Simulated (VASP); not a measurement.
The system is Pb.

```
Pb
1.0
     0.00000    3.43900    3.43900
     3.43900    0.00000    3.43900
     3.43900    3.43900    0.00000
Pb
2
Direct
  0.25000 0.25000 0.25000
  0.00000 0.00000 0.00000
```

Base run:

* Program: VASP 6.6.1
* Functional: PBE
* Potentials or basis: VASP PAW PBE potentials, release 64 (Pb_d)
* Cutoff: 520 eV
* k mesh: 7 × 7 × 7
* Occupations: fermi-dirac, width 0.05 eV
* Spin: no spin polarisation

Its results: band gap on the k mesh zero (band 14 reaches 4.74 eV, above the bottom of band 15 at 3.63 eV); pressure 2.4 GPa.

Problem. After a change of settings the same cell gave: band gap on the k mesh zero (band 14 reaches 4.59 eV, above the bottom of band 15 at 3.42 eV); pressure 1.1 GPa. Which change was it?
A. occupations from fermi-dirac, width 0.05 eV to gaussian, width 0.1 eV; further incar settings from ALGO = Normal; EDIFF = 1e-06; NBANDS = 21 to ALGO = Normal; EDIFF = 1e-07; NBANDS = 21
B. functional from PBE to RPBE; further incar settings from ALGO = Normal; EDIFF = 1e-06; NBANDS = 21 to ALGO = Fast; EDIFF = 1e-06; NBANDS = 21
C. functional from PBE to r2SCAN
D. functional from PBE to LDA; potentials or basis from VASP PAW PBE potentials, release 64 (Pb_d) to VASP PAW LDA potentials, release 64 (Pb_d)

Solution. C.

Caveats: spin-orbit coupling is left out, which moves the levels of the heavy elements; the PAW data sets were made with another functional, which shifts forces and pressure a little (some runs).
